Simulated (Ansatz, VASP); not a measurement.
## Al: VASP beside Ansatz

```
Al
1.0
     2.76279    0.00000    0.00000
    -1.38139    2.39264    0.00000
     0.00000    0.00000    4.84411
Al
2
Direct
  0.66667 0.33333 0.75000
  0.33333 0.66667 0.25000
```

Alike in both runs: task single point; functional r2SCAN; k mesh 30 × 30 × 14; occupations gaussian, width 0.15 eV; no spin polarisation.

```csv
,VASP,Ansatz
version,VASP 6.6.1,Ansatz 0.2.0
potentials or method,"VASP PAW PBE potentials, release 64 (Al), cutoff 520 eV","scalar-relativistic, plane waves, PAW"
valence electrons in the cell,6,6
```

Ansatz gave:

| Property | Result |
| --- | --- |
| gap on the k mesh at the Fermi level (eV) | none |
| pressure (GPa) | 0.6 |
| traceless stress, the component that is largest in VASP (GPa) | -3.67 |

**Question.** Which values does VASP return?

**Answer.** gap on the k mesh at the Fermi level (eV): none; pressure (GPa): 0.3; traceless stress, the component that is largest in VASP (GPa): -3.65.

VASP's potentials were made for PBE, not for r2SCAN. A gap of «none» marks a metal or a gap that the smearing closes.
